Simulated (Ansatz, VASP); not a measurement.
**KSb2O5 in VASP and in Ansatz**

File INCAR:

```
SYSTEM = KSb2O5
PREC = Accurate ; ENCUT = 600
EDIFF = 1E-6 ; ISMEAR = 0
SIGMA = 0.1 ; LREAL = .False.
LASPH = .True. ; NELM = 60
ALGO = Normal ; ISIF = 3
LWAVE = .False. ; LCHARG = .False.
GGA = PE ; IBRION = 2
NSW = 100 ; EDIFFG = -0.01
```

The input KPOINTS:

```
regular mesh
0
Gamma
  6 6 10
  0 0 0
```

File POSCAR:

```
KSb2O5
1.0
    6.8428418259      0.0000000000      0.0000000000
   -3.4214209129      5.9260748553      0.0000000000
    0.0000000000      0.0000000000      4.0127711619
K Sb O
1 2 5
Direct
    0.0000000000      0.0000000000      0.0000000000
    0.3333333333      0.6666666667      0.5000000000
    0.6666666667      0.3333333333      0.5000000000
    0.3333333333      0.6666666667      0.0000000000
    0.0000000000      0.5000000000      0.5000000000
    0.5000000000      0.5000000000      0.5000000000
    0.5000000000      0.0000000000      0.5000000000
    0.6666666667      0.3333333333      0.0000000000
```

Input for Ansatz:

```yaml
crystal:
  lattice:
    - [6.8428418259, 0.0, 0.0]
    - [-3.4214209129, 5.9260748553, 0.0]
    - [0.0, 0.0, 4.0127711619]
  atoms:
    - { symbol: K, position: [0.0, 0.0, 0.0] }
    - { symbol: Sb, position: [0.3333333333, 0.6666666667, 0.5] }
    - { symbol: Sb, position: [0.6666666667, 0.3333333333, 0.5] }
    - { symbol: O, position: [0.3333333333, 0.6666666667, 0.0] }
    - { symbol: O, position: [0.0, 0.5, 0.5] }
    - { symbol: O, position: [0.5, 0.5, 0.5] }
    - { symbol: O, position: [0.5, 0.0, 0.5] }
    - { symbol: O, position: [0.6666666667, 0.3333333333, 0.0] }
basis:
  ecutwfc: 420
kpoints:
  mp_grid: { grid: [6, 6, 10] }
hamiltonian:
  xc: pbe
scf:
  occupations: { method: gaussian, width: 0.1 }
output:
  forces: true
  stress: true
  eigenvalues: true
  write_density: true
  write_potential: true
  elf: true
  volumetric_format: npy
relax:
  adjacent_minimum: "off"
  f_tol: 0.01
  max_steps: 80
  cell: { stress_tol: 0.05 }
```

Alike in both runs: task relaxation of cell and atoms; functional PBE; k mesh 6 × 6 × 10; occupations gaussian, width 0.1 eV; no spin polarisation.

```csv
,VASP,Ansatz
version,VASP 6.6.1,Ansatz 0.2.0
potentials or method,"VASP PAW PBE potentials, release 64 (K_sv, Sb, O), cutoff 600 eV","scalar-relativistic, plane waves, PAW"
valence electrons in the cell,49,69
```

```csv
,VASP,Ansatz,Ansatz less VASP
"gap on the k mesh at the Fermi level, each at its own relaxed structure (eV)",none,none,-
relaxed volume (Å³/atom),20.31,20.35,+0.041
relaxed cell length with the largest relative difference (Å),6.844,6.848,+0.0047
```

A gap of «none» marks a metal or a gap that the smearing closes. VASP's potentials hold 49 valence electrons a cell and Ansatz's 69, so a difference there can come from the potentials and not from the codes.

Neither program's run includes spin-orbit coupling.
